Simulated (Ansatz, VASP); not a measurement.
Y: VASP beside Ansatz

File INCAR:

```
SYSTEM = Y
ALGO     = Fast           ! electronic algorithm
EDIFF    = 1E-6           ! SCF threshold, eV
ENCUT    = 520            ! plane-wave cutoff, eV
GGA      = PS             ! functional
ISIF     = 2              ! what is computed and relaxed
ISMEAR   = 0              ! smearing method
LASPH    = .True.         ! aspherical terms in the spheres
LCHARG   = .True.         ! write CHGCAR
LELF     = .True.         ! ELF
LREAL    = .False.        ! projectors in reciprocal space
LVHAR    = .True.       
LWAVE    = .False.        ! write WAVECAR
NBANDS   = 18             ! bands
NELM     = 80             ! most SCF steps
PREC     = Accurate       ! precision mode
SIGMA    = 0.15           ! smearing width, eV
```

File KPOINTS:

```
k-points
0
Gamma
  15 15 8
  0 0 0
```

Contents of POSCAR:

```
Y
1.0
    3.9436191761      0.0000000000      0.0000000000
   -1.9718095880      3.4152743893      0.0000000000
    0.0000000000      0.0000000000      6.2071920000
Y
2
Direct
    0.3333333333      0.6666666667      0.2500000000
    0.6666666667      0.3333333333      0.7500000000
```

Input for Ansatz:

```yaml
crystal:
  lattice:
    - [3.9436191761, 0.0, 0.0]
    - [-1.971809588, 3.4152743893, 0.0]
    - [0.0, 0.0, 6.207192]
  atoms:
    - { symbol: "Y", position: [0.3333333333, 0.6666666667, 0.25] }
    - { symbol: "Y", position: [0.6666666667, 0.3333333333, 0.75] }
basis:
  ecutwfc: 420
kpoints:
  mp_grid: { grid: [15, 15, 8] }
hamiltonian:
  xc: pbesol
scf:
  occupations: { method: gaussian, width: 0.15 }
output:
  forces: true
  stress: true
  eigenvalues: true
```

Change from the starting cell: strain +0.080 along x and y, +0.080 along z, atoms carried along.

Alike in both runs: task single point; functional PBEsol; k mesh 15 × 15 × 8; occupations gaussian, width 0.15 eV; no spin polarisation.

```csv
,VASP,Ansatz
version,VASP 6.6.1,Ansatz 0.2.0
potentials or method,"VASP PAW PBE potentials, release 64 (Y_sv), cutoff 520 eV","scalar-relativistic, plane waves, PAW"
valence electrons in the cell,22,22
```

```tsv
	VASP	Ansatz	Ansatz less VASP
gap on the k mesh at the Fermi level (eV)	none	none	-
pressure (GPa)	-7.8	-7.7	+0.03
traceless stress, the component that is largest in VASP (GPa)	-0.26	-0.26	+0.004
```

VASP's potentials were made for PBE, not for PBEsol. A gap of «none» marks a metal or a gap that the smearing closes.
